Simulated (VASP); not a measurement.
# TiAl3 (Pmm2) in VASP: a series of runs

The runs below take TiAl3 through single point, with LDA.

All numbers are computed with VASP 6.6.1; they aren't measurements. Logs are shortened: lines on timing, memory, paths and dates and some standing lists are left out, and cuts for length are marked.

## (1) The cell of the first run

The structure is orthorhombic, space group Pmm2 (No. 25). Conventional cell: a = 2.821 Å, b = 4.650 Å, c = 4.868 Å, α = 90.00°, β = 90.00°, γ = 90.00°. Within 3.7 Å of Ti (site symmetry mm2) lie 10 Al at 2.81 to 2.84 Å and 2 Ti at 2.82 Å. Al (site symmetry mm2) has 10 Al at 2.79 to 2.84 Å and 2 Ti at 2.83 Å within 3.7 Å. Within 3.7 Å of Al (site symmetry mm2) lie 8 Al at 2.79 to 2.84 Å and 4 Ti at 2.84 Å. Al (site symmetry mm2) has 4 Ti at 2.81 to 2.82 Å and 8 Al at 2.82 to 2.84 Å within 3.7 Å.

## (2) Single point, LDA (15.96 Å³/atom)

INCAR reads:

```
PREC = Accurate ; ENCUT = 520
EDIFF = 1E-6 ; ISMEAR = -1
SIGMA = 0.05 ; LREAL = False
LASPH = True ; NELM = 60
ALGO = Normal ; ISIF = 2
LWAVE = False ; LCHARG = False
GGA = CA ; NBANDS = 18
```

KPOINTS reads:

```
Automatic mesh
0
Gamma
  9 6 6
```

POSCAR reads:

```
TiAl3
1.0
    2.8206181908      0.0000000000      0.0000000000
    0.0000000000      4.6498451741      0.0000000000
    0.0000000000      0.0000000000      4.8678501230
Ti Al
1 3
Direct
    0.0000000000      0.5000000000      0.1659160000
    0.0000000000      0.0000000000      0.8359000000
    0.5000000000      0.0000000000      0.3309120000
    0.5000000000      0.5000000000      0.6672710000
```

Potentials or basis: VASP PAW LDA potentials, release 64 (Ti_sv, Al).

Started as:

```sh
$ cat potpaw_LDA.64/Ti_sv/POTCAR potpaw_LDA.64/Al/POTCAR > POTCAR
$ mpirun -np 1 vasp_std > vasp.out
```

OUTCAR:

```text
PREC = Accurate
   ENCUT = 520
   EDIFF = 1E-6
   ISMEAR = -1
   LREAL = False
   LASPH = True
   NELM = 60
   ISIF = 2
   GGA = CA

 ion  position               nearest neighbor table
   1  0.000  0.500  0.166-   4 2.81   4 2.81   4 2.82   4 2.82   2 2.83   2 2.83   3 2.84   3 2.84
                             3 2.84   3 2.84
   2  0.000  0.000  0.836-   3 2.79   3 2.79   1 2.83   1 2.83   3 2.83   3 2.83   4 2.84   4 2.84
                             4 2.84   4 2.84
   3  0.500  0.000  0.331-   2 2.79   2 2.79   2 2.83   2 2.83   1 2.84   1 2.84   1 2.84   1 2.84
                             4 2.84   4 2.84
   4  0.500  0.500  0.667-   1 2.81   1 2.81   1 2.82   1 2.82   2 2.84   2 2.84   2 2.84   2 2.84
                             3 2.84   3 2.84

  LATTYP: Found a simple orthorhombic cell.
 ALAT       =     2.8206181908
 B/A-ratio  =     1.6485198845
 C/A-ratio  =     1.7258096608

  Lattice vectors:

 A1 = (   2.8206181908,   0.0000000000,   0.0000000000)
 A2 = (   0.0000000000,   4.6498451741,   0.0000000000)
 A3 = (   0.0000000000,   0.0000000000,   4.8678501230)

Analysis of symmetry for initial positions (statically):
=====================================================================
 Subroutine PRICEL returns:
 Original cell was already a primitive cell.

 Routine SETGRP: Setting up the symmetry group for a
 simple orthorhombic supercell.

 Subroutine GETGRP returns: Found  4 space group operations
 (whereof  4 operations were pure point group operations)
 out of a pool of  8 trial point group operations.

The static configuration has the point symmetry C_2v.

Analysis of symmetry for dynamics (positions and initial velocities):
=====================================================================
 Subroutine PRICEL returns:
 Original cell was already a primitive cell.

 Routine SETGRP: Setting up the symmetry group for a
 simple orthorhombic supercell.

 Subroutine GETGRP returns: Found  4 space group operations
 (whereof  4 operations were pure point group operations)
 out of a pool of  8 trial point group operations.

The dynamic configuration has the point symmetry C_2v.

 Subroutine INISYM returns: Found  4 space group operations
 (whereof  4 operations are pure point group operations),
 and found     1 'primitive' translations

----------------------------------------------------------------------------------------

                                     Primitive cell

  volume of cell :      63.8440

  direct lattice vectors                    reciprocal lattice vectors
     2.820618191  0.000000000  0.000000000     0.354532210  0.000000000  0.000000000
     0.000000000  4.649845174  0.000000000     0.000000000  0.215060924  0.000000000
     0.000000000  0.000000000  4.867850123     0.000000000  0.000000000  0.205429497

  length of vectors
     2.820618191  4.649845174  4.867850123     0.354532210  0.215060924  0.205429497

  position of ions in fractional coordinates (direct lattice)
     0.000000000  0.500000000  0.165916000
     0.000000000  0.000000000  0.835900000
     0.500000000  0.000000000  0.330912000
     0.500000000  0.500000000  0.667271000

  ion indices of the primitive-cell ions
   primitive index   ion index
                 1           1
                 2           2
                 3           3
                 4           4

----------------------------------------------------------------------------------------

 KPOINTS: Automatic mesh

Automatic generation of k-mesh.
 Grid dimensions read from file:
 generate k-points for:    9    6    6

 Generating k-lattice:

  Cartesian coordinates                     Fractional coordinates (reciprocal lattice)
     0.039392468  0.000000000  0.000000000     0.111111111  0.000000000  0.000000000
     0.000000000  0.035843487  0.000000000     0.000000000  0.166666667  0.000000000
     0.000000000  0.000000000  0.034238249     0.000000000  0.000000000  0.166666667

  Length of vectors
     0.039392468  0.035843487  0.034238249

  Shift w.r.t. Gamma in fractional coordinates (k-lattice)
     0.000000000  0.000000000  0.000000000

 Subroutine IBZKPT returns following result:
 ===========================================

 Found     80 irreducible k-points:

 Following reciprocal coordinates:
            Coordinates               Weight
  0.000000  0.000000  0.000000      1.000000
  0.111111  0.000000  0.000000      2.000000
  0.222222  0.000000  0.000000      2.000000
  0.333333  0.000000  0.000000      2.000000
  0.444444  0.000000  0.000000      2.000000
  0.000000  0.166667  0.000000      2.000000
[... 16 lines left out ...]
  0.222222  0.000000  0.166667      4.000000
  0.333333  0.000000  0.166667      4.000000
 [... further k-points ...]
   k-points           NKPTS =     80   k-points in BZ     NKDIM =     80   number of bands    NBANDS=     18
   number of dos      NEDOS =    301   number of ions     NIONS =      4
   total plane-waves  NPLWV =  31104
   dimension x,y,z NGX =    24 NGY =   36 NGZ =   36
   dimension x,y,z NGXF=    48 NGYF=   72 NGZF=   72
   ions per type =               1   3
   NGX,Y,Z   is equivalent  to a cutoff of  14.15, 12.87, 12.29 a.u.
   NGXF,Y,Z  is equivalent  to a cutoff of  28.29, 25.74, 24.59 a.u.
 SYSTEM =  unknown system
   PREC   = accura    normal or accurate (medium, high low for compatibility)
   ISTART =      0    job   : 0-new  1-cont  2-samecut
   ICHARG =      2    charge: 1-file 2-atom 10-const
   ISPIN  =      1    spin polarized calculation?
   LNONCOLLINEAR =      F non collinear calculations
   LSORBIT =      F    spin-orbit coupling
   LASPH  =      T    aspherical Exc in radial PAW
   ENCUT  =  520.0 eV  38.22 Ry    6.18 a.u.   5.24  8.65  9.05*2*pi/ulx,y,z
   NELM   =     60;   NELMIN=  2; NELMDL= -5     # of ELM steps
   EDIFF  = 0.1E-05   stopping-criterion for ELM
   LREAL  =      F    real-space projection
   EDIFFG = 0.1E-04   stopping-criterion for IOM
   NSW    =      0    number of steps for IOM
   IBRION =     -1    ionic relax: 0-MD 1-quasi-New 2-CG
   NFREE  =      0    steps in history (QN), initial steepest desc. (CG)
   ISIF   =      2    stress and relaxation
   ISYM   =      2    0-nonsym 1-usesym 2-fastsym
   POTIM  = 0.5000    time-step for ionic-motion
   TEBEG  =    0.0;   TEEND  =   0.0 temperature during run
   PSTRESS=    0.0 pullay stress
   NELECT =      21.0000    total number of electrons
   NUPDOWN=      -1.0000    fix difference up-down
   EMIN   =  10.00;   EMAX   =-10.00  energy-range for DOS
   EFERMI =   0.00;   METHOD = LEGACY
   ISMEAR =    -1;   SIGMA  =   0.05  broadening in eV -4-tet -1-fermi 0-gaus
   EFERMI_NEDOS =   21; number of points for ismear=-14 and -15
   IALGO  =     38    algorithm
   IMIX   =      4    mixing-type and parameters
     AMIX     =   0.40;   BMIX     =  1.00
     AMIX_MAG =   1.60;   BMIX_MAG =  1.00
  volume/ion in A,a.u.               =      15.96       107.71
  Fermi-wavevector in a.u.,A,eV,Ry     =   1.130077  2.135535 17.375639  1.277073
  Thomas-Fermi vector in A             =   2.266772
   LORBIT       =      0    0 simple, 1 ext, 2 COOP (PROOUT), +10 PAW based schemes
   GGA     = CA    functional components
   LHFCALC =     F    Hartree Fock is set to
   AEXX    =    0.0000 exact exchange contribution
   IVDW    =     0    specifies the selected vdW correction
   LEPSILON=     F    determine dielectric tensor
   LRPA    =     F    only Hartree local field effects (RPA)
 non-spin polarized calculation
  energy-cutoff  :      520.00
  volume of cell :       63.84
 maximum number of plane-waves:      1733
 NGX is ok and might be reduce to    24
   NGX = 11   NGY = 17   NGZ = 19

 number of electron      21.0000003 magnetization

 Free energy of the ion-electron system (eV)
  ---------------------------------------------------
  ext. energy  EPLUGINS =         0.00000000
  ---------------------------------------------------
  free energy    TOTEN  =       -22.11518291 eV

  energy without entropy =      -22.09337871  energy(sigma->0) =      -22.10428081

 E-fermi :   8.0307     XC(G=0): -10.9004

 val. band max:        8.0230371670   @ k =   0.2222   0.5000   0.3333
 cond. band min:       8.0348763078   @ k =   0.4444   0.0000   0.1667
 fundamental gap:      0.0118391409
 Fermi energy:         8.0306604566

 k-point     1 :       0.0000    0.0000    0.0000
  band No.  band energies     occupation
      1     -47.7182      2.00000
      2     -24.4356      2.00000
      3     -24.4330      2.00000
      4     -24.0491      2.00000
      5      -2.1577      2.00000
      6       2.9304      2.00000
[... 10 lines left out ...]
     17      14.1601      0.00000
     18      14.5466      0.00000

 k-point     2 :       0.1111    0.0000    0.0000
  band No.  band energies     occupation
      1     -47.7111      2.00000
      2     -24.4288      2.00000
      3     -24.4260      2.00000
      4     -24.1070      2.00000
      5      -1.9245      2.00000
      6       3.1396      2.00000
[... 10 lines left out ...]
     17      12.7561      0.00000
     18      14.1612      0.00000

 k-point     3 :       0.2222    0.0000    0.0000
  band No.  band energies     occupation
      1     -47.6931      2.00000
      2     -24.4116      2.00000
      3     -24.4085      2.00000
      4     -24.2518      2.00000
      5      -1.2316      2.00000
      6       3.7557      2.00000
[... 10 lines left out ...]
     17      12.6383      0.00000
     18      14.1224      0.00000

 k-point     4 :       0.3333    0.0000    0.0000
  band No.  band energies     occupation
      1     -47.6725      2.00000
      2     -24.4135      2.00000
      3     -24.3919      2.00000
      4     -24.3884      2.00000
      5      -0.0967      2.00000
      6       4.7269      2.00000
[... 375 lines left out ...]
      4     -24.1070      2.00000
      5      -1.7563      2.00000
      6       2.2556      2.00000
[... 10 lines left out ...]
     17      12.9026      0.00000
     18      14.8299      0.00000

 k-point    23 :       0.2222    0.0000    0.1667
  band No.  band energies     occupation
      1     -47.6931      2.00000
      2     -24.4115      2.00000
      3     -24.4090      2.00000
      4     -24.2518      2.00000
      5      -1.0687      2.00000
      6       2.8657      2.00000
[... 10 lines left out ...]
     17      12.1787      0.00000
     18      13.8839      0.00000

 k-point    24 :       0.3333    0.0000    0.1667
  band No.  band energies     occupation
      1     -47.6725      2.00000
      2     -24.4135      2.00000
      3     -24.3919      2.00000
      4     -24.3887      2.00000
      5       0.0573      2.00000
      6       3.8259      2.00000
[... 10 lines left out ...]
     17      12.0240      0.00000
     18      13.0539      0.00000

 [... further k-points ...]
[... 5 lines left out ...]
  --------------------------------------------------------------------------------------
  -------------------------------------------------------------------------------------
  Total       -2.0929211     -0.7526453     -0.8680380      0.0000000      0.0000000      0.0000000
  in kB      -52.5222655    -18.8877811    -21.7835838      0.0000000      0.0000000      0.0000000
  external PRESSURE =     -31.0645435 kB  Pullay stress =       0.0000000 kB

 VOLUME and BASIS-vectors are now :
 -----------------------------------------------------------------------------
  energy-cutoff  :      520.00
  volume of cell :       63.84
      direct lattice vectors                 reciprocal lattice vectors
     2.820618191  0.000000000  0.000000000     0.354532210  0.000000000  0.000000000
     0.000000000  4.649845174  0.000000000     0.000000000  0.215060924  0.000000000
     0.000000000  0.000000000  4.867850123     0.000000000  0.000000000  0.205429497

 POSITION                                       TOTAL-FORCE (eV/Angst)
 -----------------------------------------------------------------------------------
      0.00000      2.32492      0.80765         0.000000      0.000000     -0.047036
      0.00000      0.00000      4.06904         0.000000      0.000000      0.077397
      1.41031      0.00000      1.61083         0.000000      0.000000     -0.015574
      1.41031      2.32492      3.24818         0.000000      0.000000     -0.014787
 -----------------------------------------------------------------------------------
    total drift:                                0.000000      0.000000      0.000370

  FREE ENERGIE OF THE ION-ELECTRON SYSTEM (eV)
  ---------------------------------------------------
  free  energy   TOTEN  =       -22.1151829115 eV

  energy  without entropy=      -22.0933787094  energy(sigma->0) =      -22.10428081
```

Run time: 2.1 min. Hardware: 1 thread of Intel Xeon 8259CL, shared host; peak memory 0.21 GiB.

What came out:

```
Free energy            : -22.1152 eV
Pressure               : -3.1 GPa
Largest force          : 0.077 eV/Å
Band gap on the k mesh : zero (an odd number of electrons rules out a gap without spin polarisation)
```

Forces on the atoms (eV/Å):
```
Ti   0.000  0.000 -0.047
Al   0.000  0.000  0.077
Al   0.000  0.000 -0.016
Al   0.000  0.000 -0.015
```

Caveat: the cell stands under tension.

## (3) Single point, LDA (16.29 Å³/atom)

This run uses another cell than the first one, of 16.29 Å³/atom.

INCAR reads:

```
PREC = Accurate ; ENCUT = 520
EDIFF = 1E-6 ; ISMEAR = -1
SIGMA = 0.05 ; LREAL = F
LASPH = T ; NELM = 60
ALGO = Normal ; ISIF = 2
LWAVE = F ; LCHARG = F
GGA = CA ; NBANDS = 18
```

KPOINTS reads:

```
regular mesh
0
Gamma
  9 6 6
```

POSCAR reads:

```
TiAl3
1.0
    2.8396770000      0.0000000000      0.0000000000
    0.0000000000      4.6812640000      0.0000000000
    0.0000000000      0.0000000000      4.9007420000
Ti Al
1 3
Direct
    0.0000000000      0.5000000000      0.1659160000
    0.0000000000      0.0000000000      0.8359000000
    0.5000000000      0.0000000000      0.3309120000
    0.5000000000      0.5000000000      0.6672710000
```

Potentials or basis: VASP PAW LDA potentials, release 64 (Ti_sv, Al).

Started as:

```sh
$ cat potpaw_LDA.64/Ti_sv/POTCAR potpaw_LDA.64/Al/POTCAR > POTCAR
$ mpirun -np 1 vasp_std > vasp.out
```

Run time: 1.7 min. Hardware: 1 thread of Intel Xeon 8259CL, shared host; peak memory 0.21 GiB.

Results (log left out):

| Property | Result |
| --- | --- |
| Free energy | -22.0825 eV |
| Pressure | -5.0 GPa |
| Largest force | 0.084 eV/Å |
| Band gap on the k mesh | zero (an odd number of electrons rules out a gap without spin polarisation) |

Forces in eV/Å, atoms in the order of the input:
```
Ti   0.000  0.000 -0.055
Al   0.000  0.000  0.084
Al   0.000  0.000 -0.025
Al   0.000  0.000 -0.005
```

Stress tensor (GPa, compression positive):
```
-7.03  0.00  0.00
 0.00 -3.72  0.00
 0.00  0.00 -4.14
```

Levels at points of the mesh, in eV from the Fermi level:
```tsv
k point	band 7	band 8	band 9	band 10	band 11	band 12	band 13	band 14	band 15	band 16
(0.00, 0.00, 0.00)	-3.78	-3.42	-2.60	-0.76	-0.37	2.31	2.38	2.71	2.84	3.05
(0.00, 0.50, 0.00)	-3.46	-3.08	-1.96	-1.42	-0.14	2.22	2.32	2.63	3.10	4.69
(0.00, 0.00, 0.50)	-3.34	-2.23	-2.08	-0.98	-0.28	2.20	2.26	2.39	3.25	4.05
(0.00, 0.50, 0.50)	-6.98	-4.71	-0.15	-0.03	0.75	2.23	2.25	3.72	4.96	5.23
```

Caveat: the cell stands under tension.

## (4) Single point, LDA (16.61 Å³/atom)

This run uses another cell than the first one, of 16.61 Å³/atom.

INCAR reads:

```
PREC = Accurate
ENCUT = 520
EDIFF = 1E-7
ISMEAR = -1
SIGMA = 0.05
LREAL = False
LASPH = True
NELM = 60
ALGO = Normal
ISIF = 2
LWAVE = False
LCHARG = True
GGA = CA
LELF = True
LVHAR = True
NBANDS = 18
```

KPOINTS is that of step 3.

POSCAR reads:

```
TiAl3
1.0
    2.8584833560      0.0000000000      0.0000000000
    0.0000000000      4.7122666518      0.0000000000
    0.0000000000      0.0000000000      4.9331981909
Ti Al
1 3
Direct
    0.0000000000      0.5000000000      0.1659160000
    0.0000000000      0.0000000000      0.8359000000
    0.5000000000      0.0000000000      0.3309120000
    0.5000000000      0.5000000000      0.6672710000
```

Started as:

```sh
$ cat potpaw_LDA.64/Ti_sv/POTCAR potpaw_LDA.64/Al/POTCAR > POTCAR
$ mpirun -np 1 vasp_std > vasp.out
```

Run time: 2 min. Hardware: 1 thread of Intel Xeon 8259CL, shared host; peak memory 0.21 GiB.

Results (log left out):

```
Free energy            : -22.0354 eV
Pressure               : -6.6 GPa
Largest force          : 0.091 eV/Å
Band gap on the k mesh : zero (an odd number of electrons rules out a gap without spin polarisation)
```

Forces in eV/Å, atoms in the order of the input:
```
Ti   0.000  0.000 -0.063
Al   0.000  0.000  0.091
Al   0.000  0.000 -0.033
Al   0.000  0.000  0.005
```

Stress tensor (GPa, compression positive):
```
-8.62  0.00  0.00
 0.00 -5.35  0.00
 0.00  0.00 -5.90
```

Levels at points of the mesh, in eV from the Fermi level:
| k point | band 7 | band 8 | band 9 | band 10 | band 11 | band 12 | band 13 | band 14 | band 15 | band 16 |
| --- | --- | --- | --- | --- | --- | --- | --- | --- | --- | --- |
| (0.00, 0.00, 0.00) | -3.76 | -3.37 | -2.59 | -0.73 | -0.36 | 2.25 | 2.32 | 2.64 | 2.81 | 2.96 |
| (0.00, 0.50, 0.00) | -3.41 | -3.06 | -1.94 | -1.41 | -0.13 | 2.16 | 2.26 | 2.56 | 3.03 | 4.63 |
| (0.00, 0.00, 0.50) | -3.28 | -2.24 | -2.06 | -0.97 | -0.27 | 2.14 | 2.21 | 2.33 | 3.19 | 3.95 |
| (0.00, 0.50, 0.50) | -6.92 | -4.67 | -0.15 | -0.02 | 0.74 | 2.17 | 2.19 | 3.68 | 4.88 | 5.15 |

Caveat: the cell stands under tension.

[end of part 1 of 2]
